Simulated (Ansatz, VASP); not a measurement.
**SiSn2: VASP beside Ansatz**

```
Si Sn
1.0
     6.26312    0.00000    0.00000
     0.00000    7.31177    0.00000
     0.00000    0.00000    3.28944
Si Sn
2 4
Direct
  0.00000 0.00000 0.00000
  0.50000 0.50000 0.50000
  0.16773 0.35304 0.00000
  0.83227 0.64696 0.00000
  0.66773 0.14696 0.50000
  0.33227 0.85304 0.50000
```

Change from the starting cell: species swapped into the FeAs2 type (Pnnm, No. 58).

Alike in both runs: functional PBE; k mesh 6 × 6 × 10; occupations gaussian, width 0.1 eV; no spin polarisation.

Ansatz relaxed the structure, and its values are those at the end. VASP's run is a single point on that final structure, the one shown.

|  | VASP | Ansatz |
| --- | --- | --- |
| version | VASP 6.6.1 | Ansatz 0.2.0 |
| potentials or method | VASP PAW PBE potentials, release 64 (Si, Sn_d), cutoff 520 eV | scalar-relativistic, plane waves, PAW |
| valence electrons in the cell | 64 | 64 |

```tsv
	VASP	Ansatz	Ansatz less VASP
gap on the k mesh at the Fermi level (eV)	none	none	-
pressure (GPa)	-0.1	0.0	+0.06
```

A gap of «none» marks a metal or a gap that the smearing closes.
